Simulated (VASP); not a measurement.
K, 1 atom in the cell. Symmetry: P4/mmm, No. 123, tetragonal system. The conventional cell has a = 4.440 Å, b = 4.440 Å, c = 4.310 Å, α = 90.00°, β = 90.00°, γ = 90.00°. Within 5.7 Å of K (site symmetry 4/mmm) lie 6 K at 4.31 to 4.44 Å.  This cell differs from its parent crystal: strain +0.030 along x and y, +0.000 along z.

- Program: VASP 6.6.1
- Task: single point
- Functional: PBE
- Potentials or basis: VASP PAW PBE potentials, release 64 (K_sv)
- Cutoff: 520 eV
- k mesh: 12 × 12 × 12
- Occupations: gaussian, width 0.15 eV
- Spin: no spin polarisation
- Dipole correction: no
- Further INCAR settings: ALGO = Fast; EDIFF = 1e-07; NBANDS = 10

Potentials or basis: VASP PAW PBE potentials, release 64 (K_sv).

Run with:

```console
$ cat potpaw_PBE.64/K_sv/POTCAR > POTCAR
$ mpirun -np 1 vasp_std > vasp.out
```

Hardware: 1 thread of Intel(R) Xeon(R) Platinum 8259CL CPU @ 2.50GHz (Skylake/Cascade Lake), on a shared host.

Question: Estimate the wall time of this run.

Answer: Run time: 3.2 min on 1 thread of Intel(R) Xeon(R) Platinum 8259CL CPU @ 2.50GHz (Skylake/Cascade Lake) (shared host), peak memory 0.3 GiB. Counts: scf iterations 19, k points 196.
